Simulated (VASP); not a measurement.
A run of VASP 6.6.1 is set up as follows.

INCAR

```
  ALGO = Normal
  EDIFF = 1E-7
  ENCUT = 520
  GGA = PE
  ISIF = 2
  ISMEAR = -1
  LASPH = T
  LCHARG = F
  LREAL = F
  LWAVE = F
  NBANDS = 16
  NELM = 100
  PREC = Accurate
  SIGMA = 0.05
```

The input KPOINTS:

```
k-points
0
Gamma
  9 9 9
```

File POSCAR:

```
CdTe
1.0
    0.0000000000      3.3086792956      3.3086792956
    3.3086792956      0.0000000000      3.3086792956
    3.3086792956      3.3086792956      0.0000000000
Cd Te
1 1
Direct
    0.0000000000      0.0000000000      0.0000000000
    0.2500000000      0.2500000000      0.2500000000
```

Potentials or basis: VASP PAW PBE potentials, release 64 (Cd, Te).

Launch:

```console
$ cat potpaw_PBE.64/Cd/POTCAR potpaw_PBE.64/Te/POTCAR > POTCAR
$ mpirun -np 1 vasp_std > vasp.out
```

Estimate the pressure.

0.1 GPa.

What does it give for the band gap on the k mesh?

0.58 eV, direct.

Caveat: spin-orbit coupling is left out, which moves the levels of the heavy elements. PBE gaps usually lie below the measured ones, often by a third to a half.
